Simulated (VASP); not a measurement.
# In in VASP: single point with PBE

Aim: the single point of In with PBE.

All numbers are computed with VASP 6.6.1; they aren't measurements. Logs are shortened: lines on timing, memory, paths and dates and some standing lists are left out, and cuts for length are marked.

## Step 1: The cell of the first run

The cell holds a slab with vacuum, 6 atoms: a = 3.339 Å, b = 3.339 Å, c = 28.673 Å, α = 90.00°, β = 90.00°, γ = 120.00°.

## Step 2: Single point, PBE

The input, INCAR:

```
SYSTEM = In
PREC = Accurate ; ENCUT = 520
EDIFF = 1E-6 ; ISMEAR = -1
SIGMA = 0.05 ; LREAL = .False.
LASPH = .True. ; NELM = 60
ALGO = Normal ; ISIF = 2
LWAVE = .False. ; LCHARG = .False.
LDIPOL = .True. ; IDIPOL = 3
DIPOL = 0.5 0.5 0.500 ; GGA = PE
NBANDS = 48
```

The input, KPOINTS:

```
Automatic mesh
0
Gamma
  9 9 1
  0 0 0
```

The input, POSCAR:

```
In
1.0
    3.3392736332      0.0000000000      0.0000000000
   -1.6696368166      2.8918957965      0.0000000000
    0.0000000000      0.0000000000     28.6733323964
In
6
Direct
    0.6666666667      0.3333333333      0.2615670860
    0.0000000000      0.0000000000      0.3565778439
    0.6666666667      0.3333333333      0.4521926146
    0.3333333333      0.6666666667      0.5478073854
    0.6666666667      0.3333333333      0.6428181433
    0.3333333333      0.6666666667      0.7384329140
```

Potentials or basis: VASP PAW PBE potentials, release 64 (In_d).

Command:

```console
> cat potpaw_PBE.64/In_d/POTCAR > POTCAR
> mpirun -np 1 vasp_std > vasp.out
```

OUTCAR:

```text
SYSTEM = In
   PREC = Accurate
   ENCUT = 520
   EDIFF = 1E-6
   ISMEAR = -1
   LREAL = .False.
   LASPH = .True.
   NELM = 60
   ISIF = 2
   GGA = PE

 ion  position               nearest neighbor table
   1  0.667  0.333  0.262-   2 3.34   2 3.34   2 3.34
   2  0.000  0.000  0.357-   1 3.34   1 3.34   1 3.34   3 3.35   3 3.35   3 3.35
   3  0.667  0.333  0.452-   2 3.35   2 3.35   2 3.35   4 3.35   4 3.35   4 3.35
   4  0.333  0.667  0.548-   5 3.34   5 3.34   5 3.34   3 3.35   3 3.35   3 3.35
   5  0.667  0.333  0.643-   4 3.34   4 3.34   4 3.34   6 3.35   6 3.35   6 3.35
   6  0.333  0.667  0.738-   5 3.35   5 3.35   5 3.35

  LATTYP: Found a hexagonal cell.
 ALAT       =     3.3392736332
 C/A-ratio  =     8.5866974516

  Lattice vectors:

 A1 = (   3.3392736332,   0.0000000000,   0.0000000000)
 A2 = (  -1.6696368166,   2.8918957965,   0.0000000000)
 A3 = (   0.0000000000,   0.0000000000,  28.6733323964)

Analysis of symmetry for initial positions (statically):
=====================================================================
 Subroutine PRICEL returns:
 Original cell was already a primitive cell.

 Routine SETGRP: Setting up the symmetry group for a
 hexagonal supercell.

 Subroutine GETGRP returns: Found  6 space group operations
 (whereof  6 operations were pure point group operations)
 out of a pool of 24 trial point group operations.

The static configuration has the point symmetry C_3v.

Analysis of symmetry for dynamics (positions and initial velocities):
=====================================================================
 Subroutine PRICEL returns:
 Original cell was already a primitive cell.

 Routine SETGRP: Setting up the symmetry group for a
 hexagonal supercell.

 Subroutine GETGRP returns: Found  6 space group operations
 (whereof  6 operations were pure point group operations)
 out of a pool of 24 trial point group operations.

The dynamic configuration has the point symmetry C_3v.

 Subroutine INISYM returns: Found  6 space group operations
 (whereof  6 operations are pure point group operations),
 and found     1 'primitive' translations

----------------------------------------------------------------------------------------

                                     Primitive cell

  volume of cell :     276.8935

  direct lattice vectors                    reciprocal lattice vectors
[... 82 lines left out ...]
   EDIFF  = 0.1E-05   stopping-criterion for ELM
   LREAL  =      F    real-space projection
[... 7 lines left out ...]
   TEBEG  =    0.0;   TEEND  =   0.0 temperature during run
   PSTRESS=    0.0 pullay stress
   NELECT =      78.0000    total number of electrons
   NUPDOWN=      -1.0000    fix difference up-down
   EMIN   =  10.00;   EMAX   =-10.00  energy-range for DOS
   EFERMI =   0.00;   METHOD = LEGACY
   ISMEAR =    -1;   SIGMA  =   0.05  broadening in eV -4-tet -1-fermi 0-gaus
   EFERMI_NEDOS =   21; number of points for ismear=-14 and -15
   IALGO  =     38    algorithm
   IMIX   =      4    mixing-type and parameters
     AMIX     =   0.40;   BMIX     =  1.00
     AMIX_MAG =   1.60;   BMIX_MAG =  1.00
  volume/ion in A,a.u.               =      46.15       311.43
  Fermi-wavevector in a.u.,A,eV,Ry     =   1.073171  2.027998 15.669763  1.151695
  Thomas-Fermi vector in A             =   2.208962
   LORBIT       =      0    0 simple, 1 ext, 2 COOP (PROOUT), +10 PAW based schemes
   GGA     = PE    functional components
   LHFCALC =     F    Hartree Fock is set to
   AEXX    =    0.0000 exact exchange contribution
   IVDW    =     0    specifies the selected vdW correction
   LEPSILON=     F    determine dielectric tensor
   LRPA    =     F    only Hartree local field effects (RPA)
 non-spin polarized calculation
  energy-cutoff  :      520.00
  volume of cell :      276.89
 maximum number of plane-waves:      7492
 NGX is ok and might be reduce to    28
   NGX = 13   NGY = 13   NGZ =107

 dipolmoment           0.000000      0.000000      0.000779 electrons x Angstroem

 number of electron      78.0000016 magnetization

 dipolmoment           0.000000      0.000000     -0.000652 electrons x Angstroem

 Free energy of the ion-electron system (eV)
  ---------------------------------------------------
  ext. energy  EPLUGINS =         0.00000000
  ---------------------------------------------------
  free energy    TOTEN  =       -14.93420208 eV

  energy without entropy =      -14.89154356  energy(sigma->0) =      -14.91287282

 E-fermi :   2.6426     XC(G=0):  -6.3852

 val. band max:        2.6272652209   @ k =   0.2222   0.2222   0.0000
 cond. band min:       2.6487899224   @ k =   0.4444   0.1111   0.0000
 fundamental gap:      0.0215247015
 Fermi energy:         2.6426283940

 k-point     1 :       0.0000    0.0000    0.0000
  band No.  band energies     occupation
      1     -12.0670      2.00000
      2     -12.0559      2.00000
      3     -12.0346      2.00000
      4     -12.0270      2.00000
      5     -12.0138      2.00000
      6     -12.0014      2.00000
[... 601 lines left out ...]
     47       4.1181      0.00000
     48       4.3893      0.00000

------------------------ aborting loop because EDIFF is reached ----------------------------------------

 vacuum level on the upper side and lower side of the slab       (xc-potential included)        -0.156        -0.148

  FORCE on cell =-STRESS in cart. coord.  units (eV):
  Direction    XX          YY          ZZ          XY          YZ          ZX
  --------------------------------------------------------------------------------------
  -------------------------------------------------------------------------------------
  Total        0.5366077      0.5366077      1.7706998      0.0000000      0.0000000      0.0000000
  in kB        3.1049506      3.1049506     10.2457250      0.0000000      0.0000000      0.0000000
  external PRESSURE =       5.4852087 kB  Pullay stress =       0.0000000 kB

 VOLUME and BASIS-vectors are now :
 -----------------------------------------------------------------------------
  energy-cutoff  :      520.00
  volume of cell :      276.89
      direct lattice vectors                 reciprocal lattice vectors
     3.339273633  0.000000000  0.000000000     0.299466324  0.172896963  0.000000000
    -1.669636817  2.891895797  0.000000000     0.000000000  0.345793926  0.000000000
     0.000000000  0.000000000 28.673332396     0.000000000  0.000000000  0.034875611

 POSITION                                       TOTAL-FORCE (eV/Angst)
 -----------------------------------------------------------------------------------
      1.66964      0.96397      7.50000         0.000000     -0.000000     -0.133059
      0.00000      0.00000     10.22428        -0.000000     -0.000000      0.011096
      1.66964      0.96397     12.96587        -0.000000     -0.000000     -0.051378
     -0.00000      1.92793     15.70746        -0.000000      0.000000      0.061623
      1.66964      0.96397     18.43174        -0.000000     -0.000000     -0.019982
     -0.00000      1.92793     21.17333         0.000000      0.000000      0.131700
 -----------------------------------------------------------------------------------
    total drift:                               -0.000000      0.000000      0.000372

  FREE ENERGIE OF THE ION-ELECTRON SYSTEM (eV)
  ---------------------------------------------------
  free  energy   TOTEN  =       -14.9342020768 eV

  energy  without entropy=      -14.8915435583  energy(sigma->0) =      -14.91287282

 vacuum level on the upper side and lower side of the slab         6.346         6.352
```

OSZICAR:

```text
N       E                     dE             d eps       ncg     rms          rms(c)
DAV:   1     0.802482886140E+03    0.80248E+03   -0.37332E+04  1160   0.188E+03
DAV:   2     0.805384927120E+02   -0.72194E+03   -0.70956E+03  1152   0.499E+02
DAV:   3    -0.106666630740E+02   -0.91205E+02   -0.89295E+02  1304   0.204E+02
DAV:   4    -0.149919044105E+02   -0.43252E+01   -0.43063E+01  1352   0.521E+01
[... 20 lines left out ...]
DAV:  25    -0.149341931012E+02   -0.13048E-04   -0.81477E-07   744   0.110E-02    0.118E-03
DAV:  26    -0.149341970553E+02   -0.39541E-05   -0.24366E-07   736   0.913E-03    0.919E-04
DAV:  27    -0.149342002648E+02   -0.32095E-05   -0.14410E-07   712   0.351E-03    0.800E-04
DAV:  28    -0.149342016958E+02   -0.14310E-05   -0.71054E-08   696   0.329E-03    0.655E-04
DAV:  29    -0.149342020768E+02   -0.38094E-06   -0.31701E-08   704   0.278E-03
   1 F= -.14934202E+02 E0= -.14912873E+02  d E =-.426585E-01
```

It took 5.1 min on 1 thread of Intel Xeon Platinum 8488C (Sapphire Rapids), shared host; peak memory 0.43 GiB.

Results:

* Free energy: -14.9342 eV
* Largest force: 0.133 eV/Å
* Band gap on the k mesh: zero (bands 39 and 40 overlap by 2.71 eV)

Forces on the atoms (eV/Å):
```
In   0.000  0.000 -0.133
In   0.000  0.000  0.011
In   0.000  0.000 -0.051
In   0.000  0.000  0.062
In   0.000  0.000 -0.020
In   0.000  0.000  0.132
```

Caveat: spin-orbit coupling is left out, which moves the levels of the heavy elements.

The gap in the log of VASP goes by the Fermi energy; the results here count the filled bands.